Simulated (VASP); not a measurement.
## Co: single point with PBE

The system is Co.

```
Co
1.0
     0.00000    1.76829    1.76829
     1.76829    0.00000    1.76829
     1.76829    1.76829    0.00000
Co
1
Direct
  0.00000 0.00000 0.00000
```

```yaml
Program: VASP 6.6.1
Task: single point
Functional: PBE
Potentials_or_basis: VASP PAW PBE potentials, release 64 (Co)
Cutoff: 520 eV
k_mesh: 13 × 13 × 13
Occupations: fermi-dirac, width 0.05 eV
Spin: collinear spin, ferromagnetic start
Starting_moments: "[2.0] μB"
Dipole_correction: no
Further_INCAR_settings: ALGO = Normal; EDIFF = 1e-06; NBANDS = 14
```

```yaml
Pressure: -3.7 GPa
Net_moment: 1.63 μB per cell
Site_moments: Co +1.66 μB
Valence_electrons_inside_the_program's_atomic_spheres: Co 8.23
```

Levels at points of the mesh, in eV from the Fermi level:
Spin up:
| k point | band 3 | band 4 | band 5 | band 6 | band 7 | band 8 |
| --- | --- | --- | --- | --- | --- | --- |
| (0.00, 0.00, 0.00) | -2.69 | -2.69 | -1.69 | -1.69 | 22.87 | 27.07 |
Spin down:
| k point | band 1 | band 2 | band 3 | band 4 | band 5 | band 6 | band 7 | band 8 | band 9 |
| --- | --- | --- | --- | --- | --- | --- | --- | --- | --- |
| (0.00, 0.00, 0.00) | -8.90 | -1.12 | -1.12 | -1.12 | 0.30 | 0.30 | 22.55 | 27.23 | 27.23 |

Run time: 48 s on 1 thread of Intel Xeon 8259CL, on a shared host, peak memory 0.15 GiB.
